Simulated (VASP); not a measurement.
Set up this calculation in VASP 6.6.1, as the native input.

```yaml
Task: relaxation of cell and atoms
Functional: PBE
Potentials_or_basis: VASP PAW PBE potentials, release 64 (Hf_pv, F)
Cutoff: 600 eV
k_mesh: 12 × 12 × 8
Occupations: gaussian, width 0.1 eV
Spin: no spin polarisation
Dipole_correction: no
Further_INCAR_settings: ALGO = Normal; EDIFF = 1e-07; IBRION = 2; EDIFFG = -0.01; NSW = 100; ISIF = 3
```

The structure of HfF5 lies in POSCAR:

```
HfF5
1.0
    4.2748377946      0.0000000000      0.0000000000
   -2.1374188973      3.7021181271      0.0000000000
    0.0000000000      0.0000000000      5.1243372551
Hf F
1 5
Direct
    0.0000000000      0.0000000000      0.0000000000
    0.3333333333      0.6666666667      0.5000000000
    0.6666666667      0.3333333333      0.5000000000
    0.5000000000      0.0000000000      0.0000000000
    0.0000000000      0.5000000000      0.0000000000
    0.5000000000      0.5000000000      0.0000000000
```

The cell was generated, and may not be a known phase.

The input as run:

INCAR

```
SYSTEM = HfF5
ALGO = Normal ; EDIFF = 1E-7
EDIFFG = -0.01 ; ENCUT = 600
GGA = PE ; IBRION = 2
ISIF = 3 ; ISMEAR = 0
LASPH = .True. ; LCHARG = .False.
LREAL = .False. ; LWAVE = .False.
NELM = 80 ; NSW = 100
PREC = Accurate ; SIGMA = 0.1
```

KPOINTS

```
k-points
0
Gamma
  12 12 8
  0 0 0
```

Potentials or basis: VASP PAW PBE potentials, release 64 (Hf_pv, F).

Run with:

```console
$ cat potpaw_PBE.64/Hf_pv/POTCAR potpaw_PBE.64/F/POTCAR > POTCAR
$ mpirun -np 1 vasp_std > vasp.out
```

Results of the run:

| Property | Result |
| --- | --- |
| Relaxed volume | 13.24 Å³/atom |
| Relaxed cell | a = 4.252 Å, b = 4.252 Å, c = 5.072 Å, α = 90.00°, β = 90.00°, γ = 120.00° |
| Space group after relaxing (to 0.1 Å) | P6/mmm (No. 191) |
| Energy gained by relaxing | 1.3 meV/atom |
| Ionic steps | 5 |
| Pressure after relaxing | 0.0 GPa |
| Band gap on the k mesh | zero (an odd number of electrons rules out a gap without spin polarisation) |

Caveat: spin-orbit coupling is left out, which moves the levels of the heavy elements; an odd number of electrons without spin polarisation forces a metal; a magnetic or distorted state may lie lower.

Run time: 59 min on 1 thread of Intel Xeon 8259CL, with other jobs on the host, peak memory 0.39 GiB.
